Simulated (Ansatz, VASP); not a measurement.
**Two plane-wave programs on Ga5N**

```
Ga N
1.0
     3.04959    0.00000    0.00000
    -1.52480    2.64102    0.00000
     0.00000    0.00000   12.26175
Ga N
5 1
Direct
  0.00000 0.00000 0.89370
  0.66667 0.33333 0.69964
  0.00000 0.00000 0.50000
  0.66667 0.33333 0.30036
  0.00000 0.00000 0.10630
  0.66667 0.33333 0.00000
```

Change from the starting cell: species swapped into the LiMg5 type (P-6m2, No. 187).

Alike in both runs: functional PBE; k mesh 12 × 12 × 4; occupations gaussian, width 0.1 eV; no spin polarisation.

Ansatz relaxed the structure, and its values are those at the end. VASP's run is a single point on that final structure, the one shown.

```csv
,VASP,Ansatz
version,VASP 6.6.1,Ansatz 0.2.0
potentials or method,"VASP PAW PBE potentials, release 64 (Ga_d, N), cutoff 520 eV","scalar-relativistic, plane waves, PAW"
valence electrons in the cell,70,70
```

|  | VASP | Ansatz | Ansatz less VASP |
| --- | --- | --- | --- |
| gap on the k mesh at the Fermi level (eV) | none | none | - |
| pressure (GPa) | 0.2 | 0.0 | -0.15 |
| rms of the force components (eV/Å) | 0.013 | 0.000 | -0.0131 |

A gap of «none» marks a metal or a gap that the smearing closes. With one functional, cell and mesh, what is left measures potentials, basis and numerics.
